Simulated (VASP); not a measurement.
A run of VASP 6.6.1:

INCAR

```
PREC = Accurate ; ENCUT = 520
EDIFF = 1E-6 ; ISMEAR = -1
SIGMA = 0.05 ; LREAL = False
LASPH = True ; NELM = 100
ALGO = Normal ; ISIF = 2
LWAVE = False ; LCHARG = False
GGA = PS ; NBANDS = 26
```

KPOINTS

```
regular mesh
0
Gamma
  7 7 4
```

File POSCAR:

```
CdS
1.0
    4.0652823512      0.0000000000      0.0000000000
   -2.0326411756      3.5206377897      0.0000000000
    0.0000000000      0.0000000000      6.5994716144
Cd S
2 2
Direct
    0.6666666667      0.3333333333      0.5000000000
    0.3333333333      0.6666666667      0.0000000000
    0.6666666667      0.3333333333      0.8750000000
    0.3333333333      0.6666666667      0.3750000000
```

Potentials or basis: VASP PAW PBE potentials, release 64 (Cd, S).

The run is started by

```sh
$ cat potpaw_PBE.64/Cd/POTCAR potpaw_PBE.64/S/POTCAR > POTCAR
$ mpirun -np 1 vasp_std > vasp.out
```

Hardware: 1 thread of Intel(R) Xeon(R) Platinum 8488C (Sapphire Rapids), on a shared host.

Problem. How long does it take, and how much memory?

Solution. It took 53 s on 1 thread of Intel(R) Xeon(R) Platinum 8488C (Sapphire Rapids), on a shared host, peak memory 0.22 GiB. Counts: scf iterations 14, k points 24.
